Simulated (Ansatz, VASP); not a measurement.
# La3N2: VASP beside Ansatz

```
CELL_PARAMETERS angstrom
5.48525 0.00000 0.00000
0.00000 5.48525 0.00000
0.00000 0.00000 4.62459
ATOMIC_POSITIONS crystal
La 0.50000 0.00000 0.93108
La 0.00000 0.50000 0.93108
La 0.50000 0.50000 0.43107
N 0.50000 0.00000 0.43107
N 0.00000 0.50000 0.43107
```

Alike in both runs: functional PBE; k mesh 8 × 8 × 6; occupations gaussian, width 0.1 eV; no spin polarisation.

Ansatz relaxed the structure, and its values are those at the end. VASP's run is a single point on that final structure, the one shown.

|  | VASP | Ansatz |
| --- | --- | --- |
| version | VASP 6.6.1 | Ansatz 0.2.0 |
| potentials or method | VASP PAW PBE potentials, release 64 (La, N), cutoff 520 eV | scalar-relativistic, plane waves, PAW |
| valence electrons in the cell | 43 | 43 |

```tsv
	VASP	Ansatz	Ansatz less VASP
gap on the k mesh at the Fermi level (eV)	none	none	-
pressure (GPa)	0.0	0.0	+0.04
```

A gap of «none» marks a metal or a gap that the smearing closes.

Neither program's run includes spin-orbit coupling.
